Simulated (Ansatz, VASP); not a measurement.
Re in VASP and in Ansatz

The input INCAR:

```
PREC = Accurate
ENCUT = 520
EDIFF = 1E-6
ISMEAR = 0
SIGMA = 0.15
LREAL = F
LASPH = T
NELM = 80
ALGO = Normal
ISIF = 2
LWAVE = F
LCHARG = F
GGA = PS
NBANDS = 10
```

File KPOINTS:

```
Automatic mesh
0
Gamma
  20 20 20
```

Contents of POSCAR:

```
Re
1.0
    0.0000000000      1.9157500000      2.0342500000
    1.9157500000      0.0000000000      2.0342500000
    1.9157500000      1.9157500000      0.0000000000
Re
1
Direct
    0.0000000000      0.0000000000      0.0000000000
```

Input for Ansatz:

```yaml
crystal:
  lattice:
    - [0.0, 1.91575, 2.03425]
    - [1.91575, 0.0, 2.03425]
    - [1.91575, 1.91575, 0.0]
  atoms:
    - { symbol: Re, position: [0.0, 0.0, 0.0] }
basis:
  ecutwfc: 420
kpoints:
  mp_grid: { grid: [20, 20, 20] }
hamiltonian:
  xc: pbesol
scf:
  occupations: { method: gaussian, width: 0.15 }
output:
  forces: true
  stress: true
  eigenvalues: true
```

Change from the starting cell: strain -0.030 along x and y, +0.030 along z, atoms carried along.

Alike in both runs: task single point; functional PBEsol; k mesh 20 × 20 × 20; occupations gaussian, width 0.15 eV; no spin polarisation.

|  | VASP | Ansatz |
| --- | --- | --- |
| version | VASP 6.6.1 | Ansatz 0.2.0 |
| potentials or method | VASP PAW PBE potentials, release 64 (Re), cutoff 520 eV | scalar-relativistic, plane waves, PAW |
| valence electrons in the cell | 7 | 15 |

Ansatz gave:

| Item | Value |
| --- | --- |
| gap on the k mesh at the Fermi level (eV) | none |
| pressure (GPa) | -7.7 |
| traceless stress, the component that is largest in VASP (GPa) | -12.36 |

Task: What did VASP give for the same quantities?

Result: gap on the k mesh at the Fermi level (eV): none; pressure (GPa): -7.9; traceless stress, the component that is largest in VASP (GPa): -12.23.

VASP's potentials were made for PBE, not for PBEsol. A gap of «none» marks a metal or a gap that the smearing closes. With one functional, cell and mesh, what is left measures potentials, basis and numerics. VASP's potentials hold 7 valence electrons a cell and Ansatz's 15, so a difference there can come from the potentials and not from the codes.

Spin-orbit coupling is off throughout.
